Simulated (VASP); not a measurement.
# Re (Im-3m) in VASP: further runs, part 3 of 3

VASP 6.6.1. The steps go on from the part before.

## 4. Single point, LDA

This run uses another cell than the first one, of 14.47 Å³/atom, 1.009 times its volume.

INCAR reads:

```
SYSTEM = Re
ALGO = Normal ; EDIFF = 1E-6
ENCUT = 500 ; GGA_COMPAT = .FALSE.
ISIF = 2 ; ISMEAR = -1
LASPH = .TRUE. ; LCHARG = .FALSE.
LREAL = .FALSE. ; LWAVE = .FALSE.
NBANDS = 14 ; NELM = 120
PREC = Accurate ; SIGMA = 0.05
```

KPOINTS reads:

```
k-points
0
G
  19 19 19
  0 0 0
```

POSCAR reads:

```
Re
1.0
   -1.5350745523      1.5350745523      1.5350745523
    1.5350745523     -1.5350745523      1.5350745523
    1.5350745523      1.5350745523     -1.5350745523
Re
1
Direct
    0.0000000000      0.0000000000      0.0000000000
```

Potentials or basis: VASP PAW LDA potentials, release 64 (Re_sv_GW).

The run is started by

```console
$ cat potpaw_LDA.64/Re_sv_GW/POTCAR > POTCAR
$ mpirun -np 1 vasp_std > vasp.out
```

OUTCAR:

```text
SYSTEM = Re
   EDIFF = 1E-6
   ENCUT = 500
   ISIF = 2
   ISMEAR = -1
   LASPH = .TRUE.
   LREAL = .FALSE.
   NELM = 120
   PREC = Accurate

 ion  position               nearest neighbor table
   1  0.000  0.000  0.000-

  LATTYP: Found a body centered cubic cell.
 ALAT       =     3.0701491046

  Lattice vectors:

 A1 = (  -1.5350745523,   1.5350745523,   1.5350745523)
 A2 = (   1.5350745523,  -1.5350745523,   1.5350745523)
 A3 = (   1.5350745523,   1.5350745523,  -1.5350745523)

Analysis of symmetry for initial positions (statically):
=====================================================================
 Subroutine PRICEL returns:
 Original cell was already a primitive cell.

 Routine SETGRP: Setting up the symmetry group for a
 body centered cubic supercell.

 Subroutine GETGRP returns: Found 48 space group operations
 (whereof 48 operations were pure point group operations)
 out of a pool of 48 trial point group operations.

The static configuration has the point symmetry O_h .

Analysis of symmetry for dynamics (positions and initial velocities):
=====================================================================
 Subroutine PRICEL returns:
 Original cell was already a primitive cell.

 Routine SETGRP: Setting up the symmetry group for a
 body centered cubic supercell.

 Subroutine GETGRP returns: Found 48 space group operations
 (whereof 48 operations were pure point group operations)
 out of a pool of 48 trial point group operations.

The dynamic configuration has the point symmetry O_h .

 Subroutine INISYM returns: Found 48 space group operations
 (whereof 48 operations are pure point group operations),
 and found     1 'primitive' translations

----------------------------------------------------------------------------------------

                                     Primitive cell

  volume of cell :      14.4693

  direct lattice vectors                    reciprocal lattice vectors
    -1.535074552  1.535074552  1.535074552     0.000000000  0.325717080  0.325717080
     1.535074552 -1.535074552  1.535074552     0.325717080  0.000000000  0.325717080
     1.535074552  1.535074552 -1.535074552     0.325717080  0.325717080  0.000000000

  length of vectors
     2.658827118  2.658827118  2.658827118     0.460633511  0.460633511  0.460633511

  position of ions in fractional coordinates (direct lattice)
     0.000000000  0.000000000  0.000000000

  ion indices of the primitive-cell ions
   primitive index   ion index
                 1           1

----------------------------------------------------------------------------------------

 KPOINTS: k-points

Automatic generation of k-mesh.
 Grid dimensions read from file:
 generate k-points for:   19   19   19

 Generating k-lattice:

  Cartesian coordinates                     Fractional coordinates (reciprocal lattice)
     0.000000000  0.017143004  0.017143004     0.052631579  0.000000000  0.000000000
     0.017143004  0.000000000  0.017143004     0.000000000  0.052631579  0.000000000
     0.017143004  0.017143004  0.000000000     0.000000000  0.000000000  0.052631579

  Length of vectors
     0.024243869  0.024243869  0.024243869

  Shift w.r.t. Gamma in fractional coordinates (k-lattice)
     0.000000000  0.000000000  0.000000000

 Subroutine IBZKPT returns following result:
 ===========================================

 Found    220 irreducible k-points:

 Following reciprocal coordinates:
            Coordinates               Weight
  0.000000  0.000000  0.000000      1.000000
  0.052632  0.000000  0.000000     12.000000
  0.105263  0.000000  0.000000     12.000000
  0.157895  0.000000  0.000000     12.000000
  0.210526  0.000000  0.000000     12.000000
  0.263158  0.000000  0.000000     12.000000
[... 16 lines left out ...]
  0.263158  0.105263  0.000000     48.000000
  0.315789  0.105263  0.000000     48.000000
 [... further k-points ...]
   k-points           NKPTS =    220   k-points in BZ     NKDIM =    220   number of bands    NBANDS=     14
   number of dos      NEDOS =    301   number of ions     NIONS =      1
   total plane-waves  NPLWV =   8000
   dimension x,y,z NGX =    20 NGY =   20 NGZ =   20
   dimension x,y,z NGXF=    40 NGYF=   40 NGZF=   40
   ions per type =               1
   NGX,Y,Z   is equivalent  to a cutoff of  12.51, 12.51, 12.51 a.u.
   NGXF,Y,Z  is equivalent  to a cutoff of  25.01, 25.01, 25.01 a.u.
 SYSTEM =  Re
   PREC   = accura    normal or accurate (medium, high low for compatibility)
   ISTART =      0    job   : 0-new  1-cont  2-samecut
   ICHARG =      2    charge: 1-file 2-atom 10-const
   ISPIN  =      1    spin polarized calculation?
   LNONCOLLINEAR =      F non collinear calculations
   LSORBIT =      F    spin-orbit coupling
   LASPH  =      T    aspherical Exc in radial PAW
   ENCUT  =  500.0 eV  36.75 Ry    6.06 a.u.   4.85  4.85  4.85*2*pi/ulx,y,z
   NELM   =    120;   NELMIN=  2; NELMDL= -5     # of ELM steps
   EDIFF  = 0.1E-05   stopping-criterion for ELM
   LREAL  =      F    real-space projection
   EDIFFG = 0.1E-04   stopping-criterion for IOM
   NSW    =      0    number of steps for IOM
   IBRION =     -1    ionic relax: 0-MD 1-quasi-New 2-CG
   NFREE  =      0    steps in history (QN), initial steepest desc. (CG)
   ISIF   =      2    stress and relaxation
   ISYM   =      2    0-nonsym 1-usesym 2-fastsym
   POTIM  = 0.5000    time-step for ionic-motion
   TEBEG  =    0.0;   TEEND  =   0.0 temperature during run
   PSTRESS=    0.0 pullay stress
   NELECT =      15.0000    total number of electrons
   NUPDOWN=      -1.0000    fix difference up-down
   EMIN   =  10.00;   EMAX   =-10.00  energy-range for DOS
   EFERMI =   0.00;   METHOD = LEGACY
   ISMEAR =    -1;   SIGMA  =   0.05  broadening in eV -4-tet -1-fermi 0-gaus
   EFERMI_NEDOS =   21; number of points for ismear=-14 and -15
   IALGO  =     38    algorithm
   IMIX   =      4    mixing-type and parameters
     AMIX     =   0.40;   BMIX     =  1.00
     AMIX_MAG =   1.60;   BMIX_MAG =  1.00
  volume/ion in A,a.u.               =      14.47        97.64
  Fermi-wavevector in a.u.,A,eV,Ry     =   1.656873  3.131035 37.351078  2.745227
  Thomas-Fermi vector in A             =   2.744723
   LORBIT       =      0    0 simple, 1 ext, 2 COOP (PROOUT), +10 PAW based schemes
   GGA     = CA    functional components
   LHFCALC =     F    Hartree Fock is set to
   AEXX    =    0.0000 exact exchange contribution
   IVDW    =     0    specifies the selected vdW correction
   LEPSILON=     F    determine dielectric tensor
   LRPA    =     F    only Hartree local field effects (RPA)
 non-spin polarized calculation
  energy-cutoff  :      500.00
  volume of cell :       14.47
 maximum number of plane-waves:       378
   NGX =  9   NGY =  9   NGZ =  9

 number of electron      14.9999998 magnetization

 Free energy of the ion-electron system (eV)
  ---------------------------------------------------
  ext. energy  EPLUGINS =         0.00000000
  ---------------------------------------------------
  free energy    TOTEN  =       -15.04126860 eV

  energy without entropy =      -15.03111686  energy(sigma->0) =      -15.03619273

 E-fermi :  13.9736     XC(G=0): -14.5251

 val. band max:       13.9611727287   @ k =  -0.3158   0.4737   0.0526
 cond. band min:      13.9744095472   @ k =  -0.1053   0.1053   0.0526
 fundamental gap:      0.0132368184
 Fermi energy:        13.9736226094

 k-point     1 :       0.0000    0.0000    0.0000
  band No.  band energies     occupation
      1     -66.3772      2.00000
      2     -27.8027      2.00000
      3     -27.8027      2.00000
      4     -27.8027      2.00000
      5       3.1990      2.00000
      6      11.2353      2.00000
      7      11.2353      2.00000
      8      11.2353      2.00000
      9      14.7607      0.00000
     10      14.7607      0.00000
     11      28.7226      0.00000
     12      28.7226      0.00000
     13      28.7226      0.00000
     14      41.7322      0.00000

 k-point     2 :       0.0526    0.0000    0.0000
  band No.  band energies     occupation
      1     -66.3735      2.00000
      2     -27.8413      2.00000
      3     -27.8148      2.00000
      4     -27.8029      2.00000
      5       3.3409      2.00000
      6      11.1553      2.00000
      7      11.2229      2.00000
      8      11.3697      2.00000
      9      14.6351      0.00000
     10      14.7632      0.00000
[... 362 lines left out ...]
 k-point    24 :       0.3158    0.1053    0.0000
  band No.  band energies     occupation
      1     -66.2548      2.00000
      2     -28.8997      2.00000
      3     -28.1961      2.00000
      4     -27.8592      2.00000
      5       6.8410      2.00000
      6       9.3065      2.00000
      7      11.4201      2.00000
      8      14.4150      0.00029
      9      15.5496      0.00000
     10      17.5634      0.00000
     11      26.2732      0.00000
     12      27.6580      0.00000
     13      32.5051      0.00000
     14      36.1241      0.00000

 [... further k-points ...]
[... 5 lines left out ...]
  --------------------------------------------------------------------------------------
  -------------------------------------------------------------------------------------
  Total       -0.0878212     -0.0878212     -0.0878212      0.0000000      0.0000000      0.0000000
  in kB       -9.7243690     -9.7243690     -9.7243690      0.0000000      0.0000000      0.0000000
  external PRESSURE =      -9.7243690 kB  Pullay stress =       0.0000000 kB

 VOLUME and BASIS-vectors are now :
 -----------------------------------------------------------------------------
  energy-cutoff  :      500.00
  volume of cell :       14.47
      direct lattice vectors                 reciprocal lattice vectors
    -1.535074552  1.535074552  1.535074552     0.000000000  0.325717080  0.325717080
     1.535074552 -1.535074552  1.535074552     0.325717080  0.000000000  0.325717080
     1.535074552  1.535074552 -1.535074552     0.325717080  0.325717080  0.000000000

 POSITION                                       TOTAL-FORCE (eV/Angst)
 -----------------------------------------------------------------------------------
      0.00000      0.00000      0.00000         0.000000     -0.000000      0.000000
 -----------------------------------------------------------------------------------
    total drift:                                0.000000      0.000000     -0.000000

  FREE ENERGIE OF THE ION-ELECTRON SYSTEM (eV)
  ---------------------------------------------------
  free  energy   TOTEN  =       -15.0412686041 eV

  energy  without entropy=      -15.0311168635  energy(sigma->0) =      -15.03619273
```

OSZICAR:

```text
N       E                     dE             d eps       ncg     rms          rms(c)
DAV:   1     0.725906750246E+02    0.72591E+02   -0.93817E+03  6292   0.106E+03
DAV:   2    -0.147293287524E+02   -0.87320E+02   -0.82497E+02  7864   0.294E+02
DAV:   3    -0.161808062246E+02   -0.14515E+01   -0.14453E+01  6886   0.337E+01
DAV:   4    -0.161835436947E+02   -0.27375E-02   -0.27374E-02  7420   0.191E+00
DAV:   5    -0.161835539862E+02   -0.10292E-04   -0.10290E-04  6928   0.974E-02    0.122E+02
DAV:   6    -0.152152293562E+02    0.96832E+00   -0.87208E-01  6370   0.916E+00    0.732E+01
DAV:   7    -0.150828467663E+02    0.13238E+00   -0.67140E-01  6754   0.765E+00    0.766E+00
DAV:   8    -0.150413398582E+02    0.41507E-01   -0.10868E-01  6280   0.340E+00    0.281E+00
DAV:   9    -0.150412905281E+02    0.49330E-04   -0.18949E-03  7018   0.455E-01    0.200E+00
DAV:  10    -0.150412695479E+02    0.20980E-04   -0.50837E-05  6934   0.789E-02    0.313E-01
DAV:  11    -0.150412686041E+02    0.94382E-06   -0.43181E-06  6916   0.232E-02
   1 F= -.15041269E+02 E0= -.15036193E+02  d E =-.101517E-01
```

stdout:

```text
POSCAR found type information on POSCAR Re
 POSCAR found :  1 types and       1 ions
 scaLAPACK will be used
 LDA part: xc-table for (Slater(with rela. corr.)+CA(PZ))
 , standard interpolation
 POSCAR, INCAR and KPOINTS ok, starting setup
 FFT: planning ... GRIDC
 FFT: planning ... GRID_SOFT
 FFT: planning ... GRID
 WAVECAR not read
 entering main loop
```

Wall time 13 s (1 thread of Intel Xeon 6975P-C (Granite Rapids), shared host); peak memory 0.16 GiB.

What came out:

* Free energy: -15.0413 eV
* Pressure: -1.0 GPa

Caveat: spin-orbit coupling is left out, which moves the levels of the heavy elements.

## 5. The runs side by side

| task | potentials or basis | cell | cutoff (eV) | second run | gap on the mesh (eV) | pressure (GPa) | relaxed volume (Å³/atom) |
| --- | --- | --- | --- | --- | --- | --- | --- |
| relaxation of cell and atoms | VASP PAW LDA potentials, release 64 (Re) | relaxed from a = 2.651 Å, angles 109.5°, 1 atom | 600 | - | none | 0.0 | 14.52 |
| relaxation of cell and atoms | VASP PAW LDA potentials, release 64 (Re) | relaxed from a = 2.659 Å, angles 109.5°, 1 atom | 600 | - | none | 0.0 | 14.53 |
| single point | VASP PAW LDA potentials, release 64 (Re_sv_GW) | a = 2.659 Å, angles 109.5°, 1 atom | 500 | valence_matched | none | -1.0 | - |

Alike in all rows: level LDA; no spin polarisation; k mesh 19 × 19 × 19; smearing fermi-dirac 0.05 eV.

Caveats: spin-orbit coupling is left out, which moves the levels of the heavy elements.

Total energies depend on the potentials used, so only differences within one code and one set of settings carry meaning.
